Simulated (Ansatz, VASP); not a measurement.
**One calculation of Cr, two programs**

INCAR

```
SYSTEM = Cr
PREC = Accurate ; ENCUT = 520
EDIFF = 1E-7 ; ISMEAR = -1
SIGMA = 0.1 ; LREAL = .FALSE.
LASPH = .TRUE. ; NELM = 80
ALGO = Normal ; ISIF = 2
LWAVE = .FALSE. ; LCHARG = .TRUE.
GGA = PE ; LELF = .TRUE.
LVHAR = .TRUE. ; NBANDS = 12
```

KPOINTS

```
Automatic mesh
0
G
  25 25 25
  0 0 0
```

File POSCAR:

```
Cr
1.0
   -1.4243177237      1.4243177237      1.4243177237
    1.4243177237     -1.4243177237      1.4243177237
    1.4243177237      1.4243177237     -1.4243177237
Cr
1
Direct
    0.0000000000      0.0000000000      0.0000000000
```

Input for Ansatz:

```yaml
crystal:
  lattice:
    - [-1.4243177237, 1.4243177237, 1.4243177237]
    - [1.4243177237, -1.4243177237, 1.4243177237]
    - [1.4243177237, 1.4243177237, -1.4243177237]
  atoms:
    - { symbol: Cr, position: [0.0, 0.0, 0.0] }
hamiltonian:
  xc: pbe
  pseudopotentials:
    kind: paw
    azcp:
      Cr: "pseudopotentials/Cr.paw.azcp"
basis:
  ecutwfc: 420
  fft_grid_basis: typed
kpoints:
  mp_grid: { grid: [25, 25, 25], shift: [0, 0, 0] }
magnetization:
  spin_polarized: false
scf:
  occupations: { method: fermi_dirac, width: 0.1 }
  lower_state_search: "off"
output:
  stress: true
```

Alike in both runs: task single point; functional PBE; k mesh 25 × 25 × 25; occupations fermi-dirac, width 0.1 eV; no spin polarisation.

|  | VASP | Ansatz |
| --- | --- | --- |
| version | VASP 6.6.1 | Ansatz 0.2.0 |
| potentials or method | VASP PAW PBE potentials, release 64 (Cr_pv), cutoff 520 eV | plane waves (420 eV) with PAW, scalar-relativistic |
| valence electrons in the cell | 12 | 14 |

|  | VASP | Ansatz | Ansatz less VASP |
| --- | --- | --- | --- |
| pressure (GPa) | -0.5 | 0.0 | +0.50 |

The functional is the same, so the differences come from potentials, cutoffs and numerics. VASP's potentials hold 12 valence electrons a cell and Ansatz's 14, so a difference there can come from the potentials and not from the codes.
